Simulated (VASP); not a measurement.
# BN (P6_3mc) in VASP: notebook, part 2 of 3

VASP 6.6.1. Earlier steps stand in the parts before.

### 3 Single point, r2SCAN (strain +0.0150 x Voigt [1, 1, 0, 0, 0, 0])

POSCAR

```
BN
1.0
    2.5821260211      0.0000000000      0.0000000000
   -1.2910630105      2.2361867300      0.0000000000
    0.0000000000      0.0000000000      4.2077449317
B N
2 2
Direct
    0.6666666667      0.3333333333      0.9997995909
    0.3333333333      0.6666666667      0.4997995909
    0.6666666667      0.3333333333      0.6252004091
    0.3333333333      0.6666666667      0.1252004091
```

INCAR.step1

```
SYSTEM = BN
  PREC = Accurate
  ENCUT = 520
  ISMEAR = 0
  SIGMA = 0.05
  LREAL = .False.
  LASPH = .True.
  NELM = 80
  NBANDS = 16
  GGA = PE
  ALGO = Normal
  EDIFF = 1E-4
  LWAVE = .True.
  LCHARG = .False.
```

INCAR.step2

```
SYSTEM = BN
  PREC = Accurate
  ENCUT = 520
  EDIFF = 1E-7
  ISMEAR = 0
  SIGMA = 0.05
  LREAL = .False.
  LASPH = .True.
  NELM = 80
  ALGO = Normal
  ISIF = 2
  LWAVE = .False.
  LCHARG = .True.
  METAGGA = R2SCAN
  LMIXTAU = .True.
  LELF = .True.
  LVHAR = .True.
  NBANDS = 16
  ISTART = 1
```

KPOINTS

```
Automatic mesh
0
Gamma
  12 12 6
  0 0 0
```

Potentials or basis: VASP PAW PBE potentials, release 64 (B, N).

Run with:

```
cat potpaw_PBE.64/B/POTCAR potpaw_PBE.64/N/POTCAR > POTCAR
cp INCAR.step1 INCAR
mpirun -np 1 vasp_std > vasp.out
cp INCAR.step2 INCAR
mpirun -np 1 vasp_std > vasp.out
```

OUTCAR:

```text
SYSTEM = BN
   PREC = Accurate
   ENCUT = 520
   EDIFF = 1E-7
   ISMEAR = 0
   LREAL = .False.
   LASPH = .True.
   NELM = 80
   ISIF = 2
   METAGGA = R2SCAN
   ISTART = 1

 ion  position               nearest neighbor table
   1  0.667  0.333  1.000-   3 1.58   4 1.58   4 1.58   4 1.58
   2  0.333  0.667  0.500-   4 1.58   3 1.58   3 1.58   3 1.58
   3  0.667  0.333  0.625-   1 1.58   2 1.58   2 1.58   2 1.58
   4  0.333  0.667  0.125-   2 1.58   1 1.58   1 1.58   1 1.58

  LATTYP: Found a hexagonal cell.
 ALAT       =     2.5821260211
 C/A-ratio  =     1.6295660620

  Lattice vectors:

 A1 = (   2.5821260211,   0.0000000000,   0.0000000000)
 A2 = (  -1.2910630105,   2.2361867300,   0.0000000000)
 A3 = (   0.0000000000,   0.0000000000,   4.2077449317)

Analysis of symmetry for initial positions (statically):
=====================================================================
 Subroutine PRICEL returns:
 Original cell was already a primitive cell.

 Routine SETGRP: Setting up the symmetry group for a
 hexagonal supercell.

[... 169 lines left out ...]
  free energy    TOTEN  =       -38.23717441 eV

  energy without entropy =      -38.23717441  energy(sigma->0) =      -38.23717441

 E-fermi :   7.3172     XC(G=0): -13.4869

 val. band max:        7.0483233977   @ k =   0.0000   0.0000   0.0000
 cond. band min:      12.8567282078   @ k =   0.3333   0.3333   0.0000
 fundamental gap:      5.8084048100
 Fermi energy:         7.3172185002

 k-point     1 :       0.0000    0.0000    0.0000
  band No.  band energies     occupation
      1     -14.0863      2.00000
      2      -9.8538      2.00000
      3      -3.9583      2.00000
      4       4.7908      2.00000
      5       4.7908      2.00000
      6       6.8294      2.00000
[... 433 lines left out ...]
      3      -1.9510      2.00000
      4      -0.3836      2.00000
      5       0.9564      2.00000
      6       2.6275      2.00000
[... 8 lines left out ...]
     15      23.8683      0.00000
     16      24.1338      0.00000

 [... further k-points ...]
[... 5 lines left out ...]
  --------------------------------------------------------------------------------------
  -------------------------------------------------------------------------------------
  Total       -2.2026387     -2.2026387     -0.0978880     -0.0000000      0.0000000      0.0000000
  in kB     -145.2509343   -145.2509343     -6.4551338     -0.0000000      0.0000000      0.0000000
  external PRESSURE =     -98.9856675 kB  Pullay stress =       0.0000000 kB

 VOLUME and BASIS-vectors are now :
 -----------------------------------------------------------------------------
  energy-cutoff  :      520.00
  volume of cell :       24.30
      direct lattice vectors                 reciprocal lattice vectors
     2.582126021  0.000000000  0.000000000     0.387277767  0.223594923  0.000000000
    -1.291063011  2.236186730  0.000000000     0.000000000  0.447189846  0.000000000
     0.000000000  0.000000000  4.207744932     0.000000000  0.000000000  0.237656991

 POSITION                                       TOTAL-FORCE (eV/Angst)
 -----------------------------------------------------------------------------------
      1.29106      0.74540      4.20690         0.000000     -0.000000      0.006758
     -0.00000      1.49079      2.10303        -0.000000      0.000000      0.006758
      1.29106      0.74540      2.63068         0.000000     -0.000000     -0.006758
     -0.00000      1.49079      0.52681        -0.000000     -0.000000     -0.006758
 -----------------------------------------------------------------------------------
    total drift:                                0.000000     -0.000000      0.002344

  FREE ENERGIE OF THE ION-ELECTRON SYSTEM (eV)
  ---------------------------------------------------
  free  energy   TOTEN  =       -38.2371744087 eV

  energy  without entropy=      -38.2371744087  energy(sigma->0) =      -38.23717441
```

Wall time 85 s (1 thread of Intel Xeon 6975P-C, shared host); peak memory 0.15 GiB.

Results:

```yaml
Free_energy: -38.2372 eV
Pressure: -9.9 GPa
Largest_force: 0.007 eV/Å
Band_gap_on_the_k_mesh: 5.81 eV, indirect (least direct gap 8.72 eV)
```

Forces in eV/Å, atoms in the order of the input:
```
B    0.000  0.000  0.007
B    0.000  0.000  0.007
N    0.000  0.000 -0.007
N    0.000  0.000 -0.007
```

Stress tensor (GPa, compression positive):
```
-14.53   0.00   0.00
  0.00 -14.53   0.00
  0.00   0.00  -0.65
```

Caveat: the cell differs from its parent crystal (strain +0.0150 x Voigt [1, 1, 0, 0, 0, 0]); the PAW data sets were made with another functional, which shifts forces and pressure a little. A k mesh can miss the band edges.

### 4 Single point, r2SCAN (strain +0.0300 x Voigt [1, 1, 0, 0, 0, 0])

Changes to POSCAR since step 3:

```diff
@@ -2,4 +2,4 @@
 1.0
-    2.5821260211      0.0000000000      0.0000000000
-   -1.2910630105      2.2361867300      0.0000000000
+    2.6202855189      0.0000000000      0.0000000000
+   -1.3101427595      2.2692338245      0.0000000000
     0.0000000000      0.0000000000      4.2077449317
```

INCAR.step1

```
SYSTEM = BN
PREC = Accurate ; ENCUT = 520
ISMEAR = 0 ; SIGMA = 0.05
LREAL = .False. ; LASPH = .True.
NELM = 80 ; NBANDS = 16
GGA = PE ; ALGO = Normal
EDIFF = 1E-4 ; LWAVE = .True.
LCHARG = .False.
```

INCAR.step2

```
SYSTEM = BN
PREC = Accurate ; ENCUT = 520
EDIFF = 1E-6 ; ISMEAR = 0
SIGMA = 0.05 ; LREAL = .False.
LASPH = .True. ; NELM = 80
ALGO = Normal ; ISIF = 2
LWAVE = .False. ; LCHARG = .True.
METAGGA = R2SCAN ; LMIXTAU = .True.
LELF = .True. ; LVHAR = .True.
NBANDS = 16 ; ISTART = 1
```

KPOINTS is that of step 3.

Potentials or basis: VASP PAW PBE potentials, release 64 (B, N).

Run with:

```
cat potpaw_PBE.64/B/POTCAR potpaw_PBE.64/N/POTCAR > POTCAR
cp INCAR.step1 INCAR
mpirun -np 1 vasp_std > vasp.out
cp INCAR.step2 INCAR
mpirun -np 1 vasp_std > vasp.out
```

OUTCAR:

```text
SYSTEM = BN
   PREC = Accurate
   ENCUT = 520
   EDIFF = 1E-6
   ISMEAR = 0
   LREAL = .False.
   LASPH = .True.
   NELM = 80
   ISIF = 2
   METAGGA = R2SCAN
   ISTART = 1

 ion  position               nearest neighbor table
   1  0.667  0.333  1.000-   3 1.58   4 1.60   4 1.60   4 1.60
   2  0.333  0.667  0.500-   4 1.58   3 1.60   3 1.60   3 1.60
   3  0.667  0.333  0.625-   1 1.58   2 1.60   2 1.60   2 1.60
   4  0.333  0.667  0.125-   2 1.58   1 1.60   1 1.60   1 1.60

  LATTYP: Found a hexagonal cell.
 ALAT       =     2.6202855189
 C/A-ratio  =     1.6058345174

  Lattice vectors:

 A1 = (   2.6202855189,   0.0000000000,   0.0000000000)
 A2 = (  -1.3101427595,   2.2692338245,   0.0000000000)
 A3 = (   0.0000000000,   0.0000000000,   4.2077449317)

Analysis of symmetry for initial positions (statically):
=====================================================================
 Subroutine PRICEL returns:
 Original cell was already a primitive cell.

 Routine SETGRP: Setting up the symmetry group for a
 hexagonal supercell.

 Subroutine GETGRP returns: Found 12 space group operations
 (whereof  6 operations were pure point group operations)
 out of a pool of 24 trial point group operations.

The static configuration has the point symmetry C_3v.
 The point group associated with its full space group is C_6v.

Analysis of symmetry for dynamics (positions and initial velocities):
=====================================================================
 Subroutine PRICEL returns:
 Original cell was already a primitive cell.

 Routine SETGRP: Setting up the symmetry group for a
 hexagonal supercell.

 Subroutine GETGRP returns: Found 12 space group operations
 (whereof  6 operations were pure point group operations)
 out of a pool of 24 trial point group operations.
[... 118 lines left out ...]
   NUPDOWN=      -1.0000    fix difference up-down
   EMIN   =  10.00;   EMAX   =-10.00  energy-range for DOS
   EFERMI =   0.00;   METHOD = LEGACY
   ISMEAR =     0;   SIGMA  =   0.05  broadening in eV -4-tet -1-fermi 0-gaus
   EFERMI_NEDOS =   21; number of points for ismear=-14 and -15
   IALGO  =     38    algorithm
   IMIX   =      4    mixing-type and parameters
     AMIX     =   0.40;   BMIX     =  1.00
     AMIX_MAG =   1.60;   BMIX_MAG =  1.00
  volume/ion in A,a.u.               =       6.25        42.21
  Fermi-wavevector in a.u.,A,eV,Ry     =   1.410444  2.665352 27.066767  1.989351
  Thomas-Fermi vector in A             =   2.532397
   LORBIT       =      0    0 simple, 1 ext, 2 COOP (PROOUT), +10 PAW based schemes
   METAGGA = R2SCAN    functional components
   LHFCALC =     F    Hartree Fock is set to
   AEXX    =    0.0000 exact exchange contribution
   IVDW    =     0    specifies the selected vdW correction
   LEPSILON=     F    determine dielectric tensor
   LRPA    =     F    only Hartree local field effects (RPA)
 non-spin polarized calculation
 Gauss-broadening in eV      SIGMA  =   0.05
  energy-cutoff  :      520.00
  volume of cell :       25.02
 maximum number of plane-waves:       699
 NGX is ok and might be reduce to    20
   NGX =  9   NGY =  9   NGZ = 15

 number of electron      15.9999998 magnetization

 Free energy of the ion-electron system (eV)
  ---------------------------------------------------
  ext. energy  EPLUGINS =         0.00000000
  ---------------------------------------------------
  free energy    TOTEN  =       -38.14219324 eV

  energy without entropy =      -38.14219324  energy(sigma->0) =      -38.14219324

 E-fermi :   7.0126     XC(G=0): -13.3318

 val. band max:        6.6899832147   @ k =   0.0000   0.0000   0.0000
 cond. band min:      12.5749024576   @ k =   0.3333   0.3333   0.0000
 fundamental gap:      5.8849192430
 Fermi energy:         7.0125815435

 k-point     1 :       0.0000    0.0000    0.0000
  band No.  band energies     occupation
      1     -14.1074      2.00000
      2      -9.8872      2.00000
      3      -4.0116      2.00000
      4       4.3861      2.00000
      5       4.3861      2.00000
      6       6.5007      2.00000
[... 433 lines left out ...]
      3      -2.1374      2.00000
      4      -0.5201      2.00000
      5       0.7585      2.00000
      6       2.3175      2.00000
[... 8 lines left out ...]
     15      23.1110      0.00000
     16      23.3830      0.00000

 [... further k-points ...]
[... 5 lines left out ...]
  --------------------------------------------------------------------------------------
  -------------------------------------------------------------------------------------
  Total       -4.3702994     -4.3702994     -0.3525184      0.0000000      0.0000000      0.0000000
  in kB     -279.8623680   -279.8623680    -22.5743442      0.0000000      0.0000000      0.0000000
  external PRESSURE =    -194.0996934 kB  Pullay stress =       0.0000000 kB

 VOLUME and BASIS-vectors are now :
 -----------------------------------------------------------------------------
  energy-cutoff  :      520.00
  volume of cell :       25.02
      direct lattice vectors                 reciprocal lattice vectors
     2.620285519  0.000000000  0.000000000     0.381637800  0.220338686  0.000000000
    -1.310142759  2.269233825  0.000000000     0.000000000  0.440677373  0.000000000
     0.000000000  0.000000000  4.207744932     0.000000000  0.000000000  0.237656991

 POSITION                                       TOTAL-FORCE (eV/Angst)
 -----------------------------------------------------------------------------------
      1.31014      0.75641      4.20690         0.000000     -0.000000     -0.007795
     -0.00000      1.51282      2.10303        -0.000000      0.000000     -0.007795
      1.31014      0.75641      2.63068         0.000000      0.000000      0.007795
     -0.00000      1.51282      0.52681        -0.000000     -0.000000      0.007795
 -----------------------------------------------------------------------------------
    total drift:                               -0.000000     -0.000000      0.002420

  FREE ENERGIE OF THE ION-ELECTRON SYSTEM (eV)
  ---------------------------------------------------
  free  energy   TOTEN  =       -38.1421932420 eV

  energy  without entropy=      -38.1421932420  energy(sigma->0) =      -38.14219324
```

OUTCAR.step1:

```text
SYSTEM = BN
   PREC = Accurate
   ENCUT = 520
   ISMEAR = 0
   LREAL = .False.
   LASPH = .True.
   NELM = 80
[... 687 lines left out ...]
     -0.00000      1.51282      2.10303        -0.000000      0.000000      0.024033
      1.31014      0.75641      2.63068         0.000000      0.000000     -0.024033
     -0.00000      1.51282      0.52681        -0.000000      0.000000     -0.024033
 -----------------------------------------------------------------------------------
    total drift:                               -0.000000     -0.000000     -0.000270

  FREE ENERGIE OF THE ION-ELECTRON SYSTEM (eV)
  ---------------------------------------------------
  free  energy   TOTEN  =       -34.7389644129 eV

  energy  without entropy=      -34.7389644129  energy(sigma->0) =      -34.73896441
```

OSZICAR.step1:

```text
N       E                     dE             d eps       ncg     rms          rms(c)
DAV:   1     0.372343256212E+02    0.37234E+02   -0.81720E+03  2440   0.963E+02
DAV:   2    -0.341758791319E+02   -0.71410E+02   -0.66477E+02  3504   0.225E+02
DAV:   3    -0.365190474590E+02   -0.23432E+01   -0.23359E+01  2832   0.370E+01
DAV:   4    -0.365251303370E+02   -0.60829E-02   -0.60823E-02  2864   0.217E+00
DAV:   5    -0.365251476708E+02   -0.17334E-04   -0.17334E-04  2664   0.108E-01    0.907E+00
DAV:   6    -0.348667433410E+02    0.16584E+01   -0.22029E+00  3104   0.135E+01    0.424E+00
DAV:   7    -0.347637656162E+02    0.10298E+00   -0.28506E-01  2984   0.430E+00    0.265E+00
DAV:   8    -0.347399907338E+02    0.23775E-01   -0.51372E-02  2824   0.180E+00    0.258E-01
DAV:   9    -0.347386554836E+02    0.13353E-02   -0.18894E-03  2848   0.514E-01    0.122E-01
DAV:  10    -0.347389550480E+02   -0.29956E-03   -0.53317E-04  2864   0.178E-01    0.259E-02
DAV:  11    -0.347389644129E+02   -0.93649E-05   -0.32018E-05  1528   0.579E-02
   1 F= -.34738964E+02 E0= -.34738964E+02  d E =-.147550E-13
```

Wall time 56 s (1 thread of Intel Xeon 6975P-C, shared host); peak memory 0.15 GiB.

Results:

* Free energy: -38.1422 eV
* Pressure: -19.4 GPa
* Largest force: 0.008 eV/Å
* Band gap on the k mesh: 5.88 eV, indirect (least direct gap 8.43 eV)

Forces on the atoms (eV/Å):
```
B    0.000  0.000 -0.008
B    0.000  0.000 -0.008
N    0.000  0.000  0.008
N    0.000  0.000  0.008
```

Levels at points of the mesh, in eV from the valence-band top:
```tsv
k point	band 4	band 5	band 6	band 7	band 8	band 9	band 10	band 11	band 12	band 13
(0.00, 0.00, 0.00)	-2.30	-2.30	-0.19	0.00	0.00	8.56	8.56	8.89	9.91	10.29
(0.50, 0.00, 0.00)	-7.56	-6.92	-5.05	-4.31	-1.95	6.76	8.58	10.86	11.52	13.98
(0.00, 0.00, 0.50)	-5.47	-1.28	-1.28	-1.28	-1.28	9.23	9.23	10.18	10.18	10.18
(0.50, 0.00, 0.50)	-9.93	-3.75	-3.75	-3.39	-3.39	7.01	7.01	10.50	10.50	14.69
```

Caveat: the cell differs from its parent crystal (strain +0.0300 x Voigt [1, 1, 0, 0, 0, 0]); the PAW data sets were made with another functional, which shifts forces and pressure a little.

[end of part 2 of 3]
